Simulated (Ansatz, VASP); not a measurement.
# One calculation of CaO, two programs

The input INCAR:

```
PREC = Accurate
ENCUT = 520
EDIFF = 1E-8
ISMEAR = -1
SIGMA = 0.03
LREAL = False
LASPH = True
NELM = 100
ALGO = Normal
ISIF = 2
LWAVE = False
LCHARG = False
GGA = PE
LEFG = True
NBANDS = 15
```

The input KPOINTS:

```
Automatic mesh
0
Gamma
  9 9 9
```

File POSCAR:

```
CaO
1.0
    0.0000000000      2.4284191950      2.4284191950
    2.4284191950      0.0000000000      2.4284191950
    2.4284191950      2.4284191950      0.0000000000
Ca O
1 1
Direct
    0.0000000000      0.0000000000      0.0000000000
    0.5000000000      0.5000000000      0.5000000000
```

Input for Ansatz:

```yaml
crystal:
  lattice:
    - [0.0, 2.428419195, 2.428419195]
    - [2.428419195, 0.0, 2.428419195]
    - [2.428419195, 2.428419195, 0.0]
  atoms:
    - { symbol: Ca, position: [0.0, 0.0, 0.0] }
    - { symbol: O, position: [0.5, 0.5, 0.5] }
kpoints:
  mp_grid: { grid: [9, 9, 9] }
scf:
  occupations: { method: fermi_dirac, width: 0.03 }
hamiltonian:
  xc: pbe
  pseudopotentials: { kind: paw }
output:
  forces: true
  stress: true
  eigenvalues: true
  efg: { contact_densities: true }
```

Change from the starting cell: volume scaled by 0.975, PAW files.

Alike in both runs: task electric field gradients; functional PBE; k mesh 9 × 9 × 9; occupations fermi-dirac, width 0.03 eV; no spin polarisation.

|  | VASP | Ansatz |
| --- | --- | --- |
| version | VASP 6.6.1 | Ansatz 0.2.0 |
| potentials or method | VASP PAW PBE potentials, release 64 (Ca_sv, O) | PAW with Ansatz's default frozen-core files, scalar-relativistic |
| plane-wave cutoff (eV) | 520 | 420 |
| valence electrons in the cell | 16 | 16 |

Ansatz gave:

```
gap on the k mesh at the Fermi level (eV) : 3.71
pressure (GPa)                            : -1.6
```

**Question.** What did VASP give for the same quantities?

**Answer.** gap on the k mesh at the Fermi level (eV): 3.70; pressure (GPa): -1.1.
